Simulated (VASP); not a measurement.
Input of a VASP 6.6.1 run:

The input INCAR:

```
SYSTEM = Zn2H3
ALGO = Normal ; EDIFF = 1E-6
EDIFFG = -0.01 ; ENCUT = 600
GGA = PE ; IBRION = 2
ISIF = 3 ; ISMEAR = 0
LASPH = .TRUE. ; LCHARG = .FALSE.
LREAL = .FALSE. ; LWAVE = .FALSE.
NELM = 100 ; NSW = 100
PREC = Accurate ; SIGMA = 0.1
```

Contents of KPOINTS:

```
k-points
0
G
  12 12 12
  0 0 0
```

The input POSCAR:

```
Zn2H3
1.0
    1.5023803884      0.8673997217      6.6078114775
   -1.5023803884      0.8673997217      6.6078114775
    0.0000000000     -1.7347994434      6.6078114775
Zn H
2 3
Direct
    0.4013288979      0.4013288979      0.4013288979
    0.5986711021      0.5986711021      0.5986711021
    0.0000000000      0.0000000000      0.0000000000
    0.2318966533      0.2318966533      0.2318966533
    0.7681033467      0.7681033467      0.7681033467
```

Potentials or basis: VASP PAW PBE potentials, release 64 (Zn, H).

Command:

```sh
$ cat potpaw_PBE.64/Zn/POTCAR potpaw_PBE.64/H/POTCAR > POTCAR
$ mpirun -np 1 vasp_std > vasp.out
```

Estimate the band gap on the k mesh.

zero (an odd number of electrons rules out a gap without spin polarisation).

Final structure:
```cif
data_structure
_symmetry_space_group_name_H-M 'P 1'
_symmetry_Int_Tables_number 1
_cell_length_a 6.8317
_cell_length_b 6.8317
_cell_length_c 6.8317
_cell_angle_alpha 25.408
_cell_angle_beta 25.408
_cell_angle_gamma 25.408
_cell_volume 51.67
loop_
_atom_site_label
_atom_site_type_symbol
_atom_site_fract_x
_atom_site_fract_y
_atom_site_fract_z
_atom_site_occupancy
Zn1 Zn 0.40133 0.40133 0.40133 1
Zn2 Zn 0.59867 0.59867 0.59867 1
H1 H 0.00000 0.00000 0.00000 1
H2 H 0.23190 0.23190 0.23190 1
H3 H 0.76810 0.76810 0.76810 1
```

Caveat: the relaxation stopped at its first step, so nothing moved.
